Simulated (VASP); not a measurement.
# Si: single point with LDA

Crystal: Si.

```
Si
1.0
    -3.30127    3.30127    1.90836
     3.30127   -3.30127    1.90836
     3.30127    3.30127   -1.90836
Si
4
Direct
  0.17884 0.17884 0.35769
  0.82116 0.82116 0.64231
  0.17884 0.82116 0.00000
  0.82116 0.17884 0.00000
```

```
Program                : VASP 6.6.1
Task                   : single point
Functional             : LDA
Potentials or basis    : VASP PAW LDA potentials, release 64 (Si)
Cutoff                 : 520 eV
k mesh                 : 10 × 10 × 10
Occupations            : gaussian, width 0.03 eV
Spin                   : no spin polarisation
Dipole correction      : no
Further INCAR settings : ALGO = Normal; EDIFF = 1e-07; NBANDS = 16
```

The pressure is 0.1 GPa and the band gap on the k mesh is 0.20 eV, indirect (least direct gap 0.26 eV).

Stress tensor (GPa, compression positive):
```
 0.09  0.00  0.00
 0.00  0.09  0.00
 0.00  0.00 -0.01
```

Levels at points of the mesh, in eV from the valence-band top:
| k point | band 6 | band 7 | band 8 | band 9 | band 10 | band 11 |
| --- | --- | --- | --- | --- | --- | --- |
| (0.00, 0.00, 0.00) | -1.52 | -1.52 | -0.57 | 1.36 | 1.56 | 1.56 |
| (0.50, 0.00, 0.00) | -3.60 | -2.44 | -1.45 | 0.71 | 2.32 | 2.92 |
| (0.50, 0.50, 0.00) | -2.05 | -1.96 | -1.66 | 1.54 | 1.83 | 1.86 |
| (0.50, 0.50, 0.50) | -0.23 | 0.00 | 0.00 | 0.26 | 3.32 | 3.47 |

It took 62 s on 1 thread of Intel(R) Xeon(R) Platinum 8559C (Emerald Rapids), on a shared host, peak memory 0.23 GiB.

A k mesh can miss the band edges.
